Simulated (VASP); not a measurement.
Runs of VASP 6.6.1 on Te. It takes space group P3_221 (No. 154, trigonal). Conventional cell: a = 4.447 Å, b = 4.447 Å, c = 5.915 Å, α = 90.00°, β = 90.00°, γ = 120.00°. Within 3.8 Å of Te (site symmetry 2) lie 6 Te at 2.86 to 3.46 Å. 

```tsv
level	potentials or basis	gap on the mesh (eV)	pressure (GPa)	largest force (eV/Å)
r2SCAN	VASP PAW PBE potentials, release 64 (Te)	0.33	1.2	(a)
LDA	VASP PAW LDA potentials, release 64 (Te)	0.11	-1.6	0.11
PBEsol	VASP PAW PBE potentials, release 64 (Te)	(d)	(c)	0.15
PBE	VASP PAW PBE potentials, release 64 (Te)	(b)	1.7	0.19
```

Alike in all rows: task single point; no spin polarisation; cell as given; k mesh 9 × 9 × 6; cutoff (eV) 520; smearing gaussian 0.01 eV.

Task: Estimate the missing entries.

Result: (a) 0.03; (b) 0.17; (c) -0.6; (d) 0.13.

Caveats: spin-orbit coupling is left out, which moves the levels of the heavy elements; the PAW data sets were made with another functional, which shifts forces and pressure a little (some runs).

A k mesh can miss the band edges, and the runs leave out spin-orbit coupling on Te.
